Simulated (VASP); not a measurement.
# Ag (Fm-3m) in VASP: further runs, part 2 of 2

VASP 6.6.1.

**3. Relaxation of volume and atoms at fixed shape, PBEsol**

This run uses another cell than the first one, of 17.05 Å³/atom, 1.023 times its volume.

Contents of INCAR:

```
PREC = Accurate
ENCUT = 600
EDIFF = 1E-6
ISMEAR = 1
SIGMA = 0.05
LREAL = F
LASPH = T
NELM = 60
ALGO = Normal
ISIF = 8
LWAVE = F
LCHARG = F
GGA = PS
IBRION = 2
NSW = 80
EDIFFG = -0.01
```

Contents of KPOINTS:

```
Automatic mesh
0
Gamma
  20 20 20
```

Contents of POSCAR:

```
Ag
1.0
    2.8888850000      0.0000000000      0.0000000000
    1.4444425000      2.5018477986      0.0000000000
    1.4444425000      0.8339492662      2.3587647252
Ag
1
Direct
    0.0000000000      0.0000000000      0.0000000000
```

Potentials or basis: VASP PAW PBE potentials, release 64 (Ag).

On the command line:

```sh
cat potpaw_PBE.64/Ag/POTCAR > POTCAR
mpirun -np 1 vasp_std > vasp.out
```

OUTCAR:

```text
PREC = Accurate
   ENCUT = 600
   EDIFF = 1E-6
   ISMEAR = 1
   LREAL = F
   LASPH = T
   NELM = 60
   ISIF = 8
   GGA = PS
   IBRION = 2
   NSW = 80
   EDIFFG = -0.01

 ion  position               nearest neighbor table
   1  0.000  0.000  0.000-

  LATTYP: Found a face centered cubic cell.
 ALAT       =     4.0855003471

  Lattice vectors:

 A1 = (   2.8888850000,   0.0000000000,   0.0000000000)
 A2 = (   1.4444425000,   2.5018477986,   0.0000000000)
 A3 = (   1.4444425000,   0.8339492662,   2.3587647252)

Analysis of symmetry for initial positions (statically):
=====================================================================
 Subroutine PRICEL returns:
 Original cell was already a primitive cell.

 Routine SETGRP: Setting up the symmetry group for a
 face centered cubic supercell.

 Subroutine GETGRP returns: Found 48 space group operations
 (whereof 48 operations were pure point group operations)
 out of a pool of 48 trial point group operations.

The static configuration has the point symmetry O_h .

Analysis of symmetry for dynamics (positions and initial velocities):
=====================================================================
 Subroutine PRICEL returns:
 Original cell was already a primitive cell.

 Routine SETGRP: Setting up the symmetry group for a
 face centered cubic supercell.

 Subroutine GETGRP returns: Found 48 space group operations
 (whereof 48 operations were pure point group operations)
 out of a pool of 48 trial point group operations.

The dynamic configuration has the point symmetry O_h .

 Subroutine INISYM returns: Found 48 space group operations
 (whereof 48 operations are pure point group operations),
 and found     1 'primitive' translations

----------------------------------------------------------------------------------------

                                     Primitive cell

  volume of cell :      17.0481

  direct lattice vectors                    reciprocal lattice vectors
     2.888885000  0.000000000  0.000000000     0.346154312 -0.199852285 -0.141316906
     1.444442500  2.501847799  0.000000000     0.000000000  0.399704571 -0.141316906
     1.444442500  0.833949266  2.358764725     0.000000000  0.000000000  0.423950718

  length of vectors
     2.888885000  2.888885000  2.888885000     0.423950718  0.423950718  0.423950718

  position of ions in fractional coordinates (direct lattice)
     0.000000000  0.000000000  0.000000000

  ion indices of the primitive-cell ions
   primitive index   ion index
                 1           1

----------------------------------------------------------------------------------------

 KPOINTS: Automatic mesh

[... 46 lines left out ...]
 -0.400000  0.050000  0.000000     24.000000
 -0.350000  0.050000  0.000000     24.000000
 [... further k-points ...]
   k-points           NKPTS =    256   k-points in BZ     NKDIM =    256   number of bands    NBANDS=      9
   number of dos      NEDOS =    301   number of ions     NIONS =      1
   total plane-waves  NPLWV =  13824
   dimension x,y,z NGX =    24 NGY =   24 NGZ =   24
   dimension x,y,z NGXF=    48 NGYF=   48 NGZF=   48
   ions per type =               1
   NGX,Y,Z   is equivalent  to a cutoff of  13.81, 13.81, 13.81 a.u.
   NGXF,Y,Z  is equivalent  to a cutoff of  27.62, 27.62, 27.62 a.u.
 SYSTEM =  unknown system
   PREC   = accura    normal or accurate (medium, high low for compatibility)
   ISTART =      0    job   : 0-new  1-cont  2-samecut
   ICHARG =      2    charge: 1-file 2-atom 10-const
   ISPIN  =      1    spin polarized calculation?
   LNONCOLLINEAR =      F non collinear calculations
   LSORBIT =      F    spin-orbit coupling
   LASPH  =      T    aspherical Exc in radial PAW
   ENCUT  =  600.0 eV  44.10 Ry    6.64 a.u.   5.77  5.77  5.77*2*pi/ulx,y,z
   NELM   =     60;   NELMIN=  2; NELMDL= -5     # of ELM steps
   EDIFF  = 0.1E-05   stopping-criterion for ELM
   LREAL  =      F    real-space projection
   EDIFFG = -.1E-01   stopping-criterion for IOM
   NSW    =     80    number of steps for IOM
   IBRION =      2    ionic relax: 0-MD 1-quasi-New 2-CG
   NFREE  =      1    steps in history (QN), initial steepest desc. (CG)
   ISIF   =      8    stress and relaxation
   ISYM   =      2    0-nonsym 1-usesym 2-fastsym
   POTIM  = 0.5000    time-step for ionic-motion
   TEBEG  =    0.0;   TEEND  =   0.0 temperature during run
   PSTRESS=    0.0 pullay stress
   NELECT =      11.0000    total number of electrons
   NUPDOWN=      -1.0000    fix difference up-down
   EMIN   =  10.00;   EMAX   =-10.00  energy-range for DOS
   EFERMI =   0.00;   METHOD = LEGACY
   ISMEAR =     1;   SIGMA  =   0.05  broadening in eV -4-tet -1-fermi 0-gaus
   EFERMI_NEDOS =   21; number of points for ismear=-14 and -15
   IALGO  =     38    algorithm
   IMIX   =      4    mixing-type and parameters
     AMIX     =   0.40;   BMIX     =  1.00
     AMIX_MAG =   1.60;   BMIX_MAG =  1.00
  volume/ion in A,a.u.               =      17.05       115.05
  Fermi-wavevector in a.u.,A,eV,Ry     =   1.414644  2.673289 27.228216  2.001217
  Thomas-Fermi vector in A             =   2.536165
   LORBIT       =      0    0 simple, 1 ext, 2 COOP (PROOUT), +10 PAW based schemes
   GGA     = PS    functional components
   LHFCALC =     F    Hartree Fock is set to
   AEXX    =    0.0000 exact exchange contribution
   IVDW    =     0    specifies the selected vdW correction
   LEPSILON=     F    determine dielectric tensor
   LRPA    =     F    only Hartree local field effects (RPA)
 conjugate gradient relaxation of ions
 non-spin polarized calculation
 Methfessel and Paxton  Order N= 1 SIGMA  =   0.05
  energy-cutoff  :      600.00
  volume of cell :       17.05
 maximum number of plane-waves:       588
   NGX = 11   NGY = 11   NGZ = 11

--------------------------------------- Ionic step        1  -------------------------------------------

 number of electron      10.9999999 magnetization

 Free energy of the ion-electron system (eV)
  ---------------------------------------------------
  ext. energy  EPLUGINS =         0.00000000
  ---------------------------------------------------
  free energy    TOTEN  =        -3.30833154 eV

  energy without entropy =       -3.30841351  energy(sigma->0) =       -3.30835887

------------------------ aborting loop because EDIFF is reached ----------------------------------------

  FORCE on cell =-STRESS in cart. coord.  units (eV):
  Direction    XX          YY          ZZ          XY          YZ          ZX
  --------------------------------------------------------------------------------------
  -------------------------------------------------------------------------------------
  Total       -0.2951505     -0.2951505     -0.2951505     -0.0000000     -0.0000000     -0.0000000
  in kB      -27.7382038    -27.7382038    -27.7382038     -0.0000000     -0.0000000     -0.0000000
  external PRESSURE =     -27.7382038 kB  Pullay stress =       0.0000000 kB
[... 57 lines left out ...]
--------------------------------------- Ionic step        3  -------------------------------------------

 number of electron      11.0000001 magnetization

 Free energy of the ion-electron system (eV)
  ---------------------------------------------------
  ext. energy  EPLUGINS =         0.00000000
  ---------------------------------------------------
  free energy    TOTEN  =        -3.31202898 eV

  energy without entropy =       -3.31210707  energy(sigma->0) =       -3.31205501

 E-fermi :   8.5850     XC(G=0): -12.5603

 val. band max:        8.5343070603   @ k =   0.5000   0.3500   0.1500
 cond. band min:       8.6263362828   @ k =   0.5000   0.1000   0.0000
 fundamental gap:      0.0920292225
 Fermi energy:         8.5850015681

 k-point     1 :       0.0000    0.0000    0.0000
  band No.  band energies     occupation
      1       0.5650      2.00000
      2       3.7202      2.00000
      3       3.7202      2.00000
      4       3.7202      2.00000
      5       4.8140      2.00000
      6       4.8140      2.00000
      7      24.6177      0.00000
      8      28.3374      0.00000
      9      28.3374      0.00000
[... 265 lines left out ...]
 k-point    24 :      -0.3500    0.0500    0.0000
  band No.  band energies     occupation
      1       2.1719      2.00000
      2       3.7768      2.00000
      3       3.8201      2.00000
      4       5.1041      2.00000
      5       5.2772      2.00000
      6       6.2175      2.00000
      7      15.5160      0.00000
      8      24.2164      0.00000
      9      26.3560      0.00000

 [... further k-points ...]

------------------------ aborting loop because EDIFF is reached ----------------------------------------

  FORCE on cell =-STRESS in cart. coord.  units (eV):
  Direction    XX          YY          ZZ          XY          YZ          ZX
  --------------------------------------------------------------------------------------
  -------------------------------------------------------------------------------------
  Total       -0.0007266     -0.0007266     -0.0007266      0.0000000     -0.0000000     -0.0000000
  in kB       -0.0699936     -0.0699936     -0.0699936      0.0000000     -0.0000000     -0.0000000
  external PRESSURE =      -0.0699936 kB  Pullay stress =       0.0000000 kB
[... 16 lines left out ...]
  FREE ENERGIE OF THE ION-ELECTRON SYSTEM (eV)
  ---------------------------------------------------
  free  energy   TOTEN  =        -3.3120289785 eV

  energy  without entropy=       -3.3121070732  energy(sigma->0) =       -3.31205501

 reached required accuracy - stopping structural energy minimisation
```

OSZICAR:

```text
N       E                     dE             d eps       ncg     rms          rms(c)
DAV:   1     0.475442521354E+02    0.47544E+02   -0.61733E+03  4656   0.124E+03
DAV:   2    -0.323453315029E+01   -0.50779E+02   -0.48531E+02  4717   0.219E+02
DAV:   3    -0.365731272241E+01   -0.42278E+00   -0.42108E+00  5365   0.244E+01
[... 20 lines left out ...]
DAV:   2    -0.331366109983E+01    0.48702E-01   -0.20931E-01  4663   0.503E+00    0.477E-01
DAV:   3    -0.331234681407E+01    0.13143E-02   -0.34413E-03  4744   0.593E-01    0.315E-01
DAV:   4    -0.331202713606E+01    0.31968E-03   -0.43394E-04  4862   0.208E-01    0.125E-02
DAV:   5    -0.331202834861E+01   -0.12125E-05   -0.15024E-05  4960   0.386E-02    0.566E-03
DAV:   6    -0.331202897853E+01   -0.62991E-06   -0.95417E-07  4471   0.117E-02
   3 F= -.33120290E+01 E0= -.33120550E+01  d E =-.369744E-02
```

CONTCAR:

```text
Ag
   1.00000000000000
     2.8652245482793943    0.0000000000000000    0.0000000000000000
     1.4326122741396972    2.4813572463450368    0.0000000000000000
     1.4326122741396972    0.8271190821150123    2.3394460472668657
  Ag
     1
Direct
     0.0000000000000000    0.0000000000000000    0.0000000000000000

  0.00000000E+00  0.00000000E+00  0.00000000E+00
```

It took 70 s on 1 thread of AMD EPYC 7R13 (Zen 3), shared host; peak memory 0.16 GiB.

Results:

- Free energy: -3.3120 eV
- Relaxed volume: 16.63 Å³/atom
- Relaxed cell: a = 2.865 Å, b = 2.865 Å, c = 2.865 Å, α = 60.00°, β = 60.00°, γ = 60.00°
- Space group after relaxing (to 0.05 Å): Fm-3m (No. 225)
- Energy gained by relaxing: 3.7 meV/atom
- Ionic steps: 3
- Pressure after relaxing: 0.0 GPa

Step by step:
```tsv
step	energy change (eV)	largest force (eV/Å)	pressure (GPa)	volume (Å³)
1	0.0000	0.0000	-2.77	17.05
2	-0.0016	0.0000	2.33	16.33
3	-0.0037	0.0000	-0.01	16.63
```

Final structure:
```
Ag
1.0
     2.86522    0.00000    0.00000
     1.43261    2.48136    0.00000
     1.43261    0.82712    2.33945
Ag
1
Direct
  0.00000 0.00000 0.00000
```

Levels at points of the mesh, in eV from the Fermi level:
```tsv
k point	band 2	band 3	band 4	band 5	band 6	band 7	band 8	band 9
(0.00, 0.00, 0.00)	-4.86	-4.86	-4.86	-3.77	-3.77	16.03	19.75	19.75
(0.50, 0.00, 0.00)	-4.89	-4.89	-2.94	-2.94	-0.53	3.72	15.27	18.06
(0.50, 0.50, 0.00)	-6.44	-2.97	-2.72	-2.72	1.51	6.91	10.72	10.72
```

Caveat: the PAW data sets were made with another functional, which shifts forces and pressure a little.
